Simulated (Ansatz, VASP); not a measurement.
**Mo: VASP beside Ansatz**

File INCAR:

```
PREC = Accurate
ENCUT = 520
EDIFF = 1E-6
ISMEAR = -1
SIGMA = 0.1
LREAL = F
LASPH = T
NELM = 60
ALGO = Normal
ISIF = 2
LWAVE = F
LCHARG = F
GGA = RE
NBANDS = 13
```

KPOINTS

```
Automatic mesh
0
Gamma
  14 14 14
```

The input POSCAR:

```
Mo
1.0
    2.6137321685      0.0000000000      0.0000000000
    0.0000000000      2.6137321685      0.0000000000
    0.0000000000      0.0000000000      2.6137321685
Mo
1
Direct
    0.0000000000      0.0000000000      0.0000000000
```

Input for Ansatz:

```yaml
crystal:
  lattice:
    - [2.6137321685, 0.0, 0.0]
    - [0.0, 2.6137321685, 0.0]
    - [0.0, 0.0, 2.6137321685]
  atoms:
    - { symbol: Mo, position: [0.0, 0.0, 0.0] }
hamiltonian:
  xc: revpbe
  pseudopotentials:
    kind: paw
    azcp:
      Mo: "pseudopotentials/Mo.paw.azcp"
basis:
  ecutwfc: 420
  fft_grid_basis: typed
kpoints:
  mp_grid: { grid: [14, 14, 14], shift: [0, 0, 0] }
magnetization:
  spin_polarized: false
scf:
  occupations: { method: fermi_dirac, width: 0.1 }
  lower_state_search: "off"
output:
  stress: true
```

Alike in both runs: task single point; functional revPBE; k mesh 14 × 14 × 14; occupations fermi-dirac, width 0.1 eV; no spin polarisation.

|  | VASP | Ansatz |
| --- | --- | --- |
| version | VASP 6.6.1 | Ansatz 0.2.0 |
| potentials or method | VASP PAW PBE potentials, release 64 (Mo_sv), cutoff 520 eV | plane waves (420 eV) with PAW, scalar-relativistic |
| valence electrons in the cell | 14 | 14 |

```csv
,VASP,Ansatz,Ansatz less VASP
pressure (GPa),-0.5,-0.9,-0.42
```

VASP's potentials were made for PBE, not for revPBE.
